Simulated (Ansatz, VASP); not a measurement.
# One calculation of WS2, two programs

```
W S
1.0
     3.32297    0.00000    0.00000
    -1.66149    2.87778    0.00000
     0.00000    0.00000   11.93700
W S
2 4
Direct
  0.33333 0.66667 0.25000
  0.66667 0.33333 0.75000
  0.33333 0.66667 0.62980
  0.66667 0.33333 0.12980
  0.33333 0.66667 0.87020
  0.66667 0.33333 0.37020
```

Alike in both runs: task single point; functional PBE; k mesh 12 × 12 × 4; occupations gaussian, width 0.02 eV; no spin polarisation.

|  | VASP | Ansatz |
| --- | --- | --- |
| version | VASP 6.6.1 | Ansatz 0.2.0 |
| potentials or method | VASP PAW PBE potentials, release 64 (W_sv, S), cutoff 520 eV | scalar-relativistic, plane waves, PAW |
| valence electrons in the cell | 52 | 52 |

VASP gave:

```
gap on the k mesh at the Fermi level (eV)                     : none
pressure (GPa)                                                : 2.6
traceless stress, the component that is largest in VASP (GPa) : 14.30
rms of the force components (eV/Å)                            : 0.847
```

Q: What did Ansatz give for the same quantities?

A: gap on the k mesh at the Fermi level (eV): none; pressure (GPa): 2.6; traceless stress, the component that is largest in VASP (GPa): 14.31; rms of the force components (eV/Å): 0.848.

Atom by atom the forces differ by 0.001 eV/Å (rms over components). A gap of «none» marks a metal or a gap that the smearing closes.

Spin-orbit coupling is off throughout.
